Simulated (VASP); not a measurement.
A run of VASP 6.6.1:

File INCAR:

```
SYSTEM = Be
PREC     = Accurate       ! precision mode
ENCUT    = 600            ! plane-wave cutoff, eV
EDIFF    = 1E-6           ! SCF threshold, eV
ISMEAR   = -1             ! smearing method
SIGMA    = 0.08           ! smearing width, eV
LREAL    = .False.        ! projectors in reciprocal space
LASPH    = .True.         ! aspherical terms in the spheres
NELM     = 60             ! most SCF steps
ALGO     = Normal         ! electronic algorithm
ISIF     = 4              ! what is computed and relaxed
LWAVE    = .False.        ! write WAVECAR
LCHARG   = .False.        ! write CHGCAR
GGA      = PE             ! functional
IBRION   = 2              ! ionic algorithm
NSW      = 50             ! ionic steps
EDIFFG   = -0.005         ! ionic threshold
```

File KPOINTS:

```
Automatic mesh
0
Gamma
  10 10 14
  0 0 0
```

The input POSCAR:

```
Be
1.0
    3.4725334901      0.0000000000      0.0000000000
   -1.7362667451      3.0073022179      0.0000000000
    0.0000000000      0.0000000000      2.1317316642
Be
3
Direct
    0.0000000000      0.0000000000      0.0000000000
    0.3333333333      0.6666666667      0.5000000000
    0.6666666667      0.3333333333      0.5000000000
```

Potentials or basis: VASP PAW PBE potentials, release 64 (Be).

Command:

```bash
$ cat potpaw_PBE.64/Be/POTCAR > POTCAR
$ mpirun -np 1 vasp_std > vasp.out
```

Hardware: 1 thread of Intel Xeon 8259CL, with other jobs on the host.

Q: Estimate the wall time of this run.

A: Wall time 36 s on 1 thread of Intel Xeon 8259CL (shared host), peak memory 0.14 GiB. Counts: scf iterations 16, k points 112, ion steps 3.
